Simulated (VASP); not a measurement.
A run of VASP 6.6.1:

Contents of INCAR:

```
SYSTEM = W
ALGO = Fast
EDIFF = 1E-6
ENCUT = 520
GGA = PE
ISIF = 2
ISMEAR = 0
LASPH = .True.
LCHARG = .False.
LREAL = .False.
LWAVE = .False.
NBANDS = 13
NELM = 60
PREC = Accurate
SIGMA = 0.15
```

Contents of KPOINTS:

```
k-points
0
Gamma
  20 20 20
  0 0 0
```

POSCAR

```
W
1.0
   -1.4695160000      1.4695160000      1.6611920000
    1.4695160000     -1.4695160000      1.6611920000
    1.4695160000      1.4695160000     -1.6611920000
W
1
Direct
    0.0000000000      0.0000000000      0.0000000000
```

Potentials or basis: VASP PAW PBE potentials, release 64 (W_sv).

Launch:

```sh
$ cat potpaw_PBE.64/W_sv/POTCAR > POTCAR
$ mpirun -np 1 vasp_std > vasp.out
```

Hardware: 1 thread of Intel(R) Xeon(R) Platinum 8375C CPU @ 2.90GHz (Ice Lake) (shared host).

Q: How long does it take, and how much memory?

A: It took 110 s on 1 thread of Intel(R) Xeon(R) Platinum 8375C CPU @ 2.90GHz (Ice Lake) (shared host), peak memory 0.22 GiB. Counts: scf iterations 13, k points 641.
